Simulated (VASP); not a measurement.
**Pt: single point with r2SCAN**

Crystal: Pt.

```xyz
2
Lattice="2.7740 0.0000 0.0000 -1.3870 2.4023 0.0000 0.0000 0.0000 4.7654" Properties=species:S:1:pos:R:3 pbc="T T T"
Pt    1.3870    0.8008    3.5740
Pt    0.0000    1.6015    1.1913
```

This cell differs from its parent crystal: strain +0.015 along x and y, +0.000 along z.

```
Program                : VASP 6.6.1
Task                   : single point
Functional             : r2SCAN
Potentials or basis    : VASP PAW PBE potentials, release 64 (Pt)
Cutoff                 : 520 eV
k mesh                 : 24 × 24 × 12
Occupations            : gaussian, width 0.15 eV
Spin                   : no spin polarisation
Dipole correction      : no
Further INCAR settings : ALGO = Normal; EDIFF = 1e-06; NBANDS = 17
```

| Quantity | Value |
| --- | --- |
| Pressure | -7.0 GPa |
| Band gap on the k mesh | zero (bands 10 and 11 overlap by 1.34 eV) |

Stress tensor (GPa, compression positive):
```
-7.93  0.00  0.00
 0.00 -7.93  0.00
 0.00  0.00 -5.13
```

Levels at points of the mesh, in eV from the Fermi level:
```
           k point  band 8  band 9  band 10  band 11  band 12  band 13
(0.00, 0.00, 0.00)   -1.96   -1.96    -0.43    -0.28    -0.28     5.04
(0.50, 0.00, 0.00)   -0.02    0.26     0.47     2.41     3.91     7.68
(0.00, 0.00, 0.50)   -3.50   -0.87    -0.87    -0.87    -0.87    12.76
(0.50, 0.00, 0.50)   -0.80    0.38     0.38     1.87     1.87     6.74
```

Wall time 29 min on 1 thread of AMD EPYC 7R13, with other jobs on the host, peak memory 0.29 GiB.

Caveat: the cell differs from its parent crystal (strain +0.015 along x and y, +0.000 along z); the cell stands under tension; the PAW data sets were made with another functional, which shifts forces and pressure a little; spin-orbit coupling is left out, which moves the levels of the heavy elements.
